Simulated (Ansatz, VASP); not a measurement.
**Fe: VASP beside Ansatz**

Contents of INCAR:

```
ALGO = Normal ; EDIFF = 1E-8
ENCUT = 520 ; GGA = CA
GGA_COMPAT = F ; ISIF = 2
ISMEAR = -1 ; ISPIN = 2
LASPH = T ; LCHARG = F
LEFG = T ; LMAXMIX = 4
LORBIT = 11 ; LREAL = F
LWAVE = F ; MAGMOM = 3
NBANDS = 14 ; NELM = 200
PREC = Accurate ; SIGMA = 0.05
```

The input KPOINTS:

```
k-points
0
Gamma
  16 16 16
```

Contents of POSCAR:

```
Fe
1.0
    0.0000000000      1.9024384199      1.9253309689
    1.4681109357      0.0000000000      1.9253309689
    1.4681109357      1.9024384199      0.0000000000
Fe
1
Direct
    0.0000000000      0.0000000000      0.0000000000
```

Input for Ansatz:

```yaml
crystal:
  lattice:
    - [0.0, 1.9024384199, 1.9253309689]
    - [1.4681109357, 0.0, 1.9253309689]
    - [1.4681109357, 1.9024384199, 0.0]
  atoms:
    - { symbol: Fe, position: [0.0, 0.0, 0.0], spin: 3.0 }
magnetization:
  spin_polarized: true
kpoints:
  mp_grid: { grid: [16, 16, 16] }
scf:
  occupations: { method: fermi_dirac, width: 0.05 }
hamiltonian:
  xc: lda
  pseudopotentials: { kind: paw }
output:
  forces: true
  stress: true
  eigenvalues: true
  efg: { contact_densities: true }
  write_density: true
  write_potential: true
  elf: true
  volumetric_format: npy
```

Change from the starting cell: volume scaled by 0.9405, PAW files.

Alike in both runs: task electric field gradients; functional LDA; k mesh 16 × 16 × 16; occupations fermi-dirac, width 0.05 eV; collinear spin.

```csv
,VASP,Ansatz
version,VASP 6.6.1,Ansatz 0.2.0
potentials or method,"VASP PAW LDA potentials, release 64 (Fe)","PAW with Ansatz's default frozen-core files, scalar-relativistic"
plane-wave cutoff (eV),520,420
valence electrons in the cell,8,16
```

```csv
,VASP,Ansatz,Ansatz less VASP
pressure (GPa),-8.6,-7.5,+1.06
"traceless stress, the component that is largest in VASP (GPa)",-6.79,-6.84,-0.050
net moment per atom (μB),1.99,2.03,+0.042
size of the moment on the site where the two differ most (μB),1.96,2.03,+0.076
size of Vzz on the site where it differs most (V/Å²),10.0,10.6,+0.57
```

LDA's correlation is that of Perdew and Zunger in VASP and of Perdew and Wang (1992) in Ansatz. Site moments also hang on the region over which each program counts them. VASP's potentials hold 8 valence electrons a cell and Ansatz's 16, so a difference there can come from the potentials and not from the codes.
